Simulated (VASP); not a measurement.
## SnTe: single point with PBEsol

SnTe:

```
CELL_PARAMETERS angstrom
0.00000 3.07759 2.99867
3.07759 0.00000 2.99867
3.07759 3.07759 0.00000
ATOMIC_POSITIONS crystal
Sn 0.00000 0.00000 0.00000
Te 0.50000 0.50000 0.50000
```

This cell differs from its parent crystal: strain -0.025 along x and y, -0.050 along z.

| Item | Value |
| --- | --- |
| Program | VASP 6.6.1 |
| Task | single point |
| Functional | PBEsol |
| Potentials or basis | VASP PAW PBE potentials, release 64 (Sn_d, Te) |
| Cutoff | 500 eV |
| k mesh | 10 × 10 × 10 |
| Occupations | gaussian, width 0.03 eV |
| Spin | no spin polarisation |

| Property | Result |
| --- | --- |
| Pressure | 5.3 GPa |
| Band gap on the k mesh | 0.22 eV (least direct gap 0.27 eV) |

Stress tensor (GPa, compression positive):
```
3.58 0.00 0.00
0.00 3.58 0.00
0.00 0.00 8.75
```

Levels at points of the mesh, in eV from the valence-band top:
| k point | band 8 | band 9 | band 10 | band 11 | band 12 | band 13 |
| --- | --- | --- | --- | --- | --- | --- |
| (0.00, 0.00, 0.00) | -2.50 | -2.19 | -2.19 | 3.41 | 3.41 | 4.12 |
| (0.50, 0.00, 0.00) | -1.97 | -1.89 | -0.05 | 0.22 | 0.40 | 0.45 |
| (0.50, 0.50, 0.00) | -6.25 | -4.19 | -4.19 | 1.76 | 5.44 | 5.44 |
| (0.50, 0.00, 0.50) | -6.20 | -4.27 | -3.95 | 1.84 | 5.17 | 5.94 |

Wall time 68 s on 1 thread of Intel Xeon 8259CL, with other jobs on the host, peak memory 0.24 GiB.

Caveat: the cell differs from its parent crystal (strain -0.025 along x and y, -0.050 along z); the cell stands under pressure; the PAW data sets were made with another functional, which shifts forces and pressure a little; spin-orbit coupling is left out, which moves the levels of the heavy elements. A k mesh can miss the band edges.
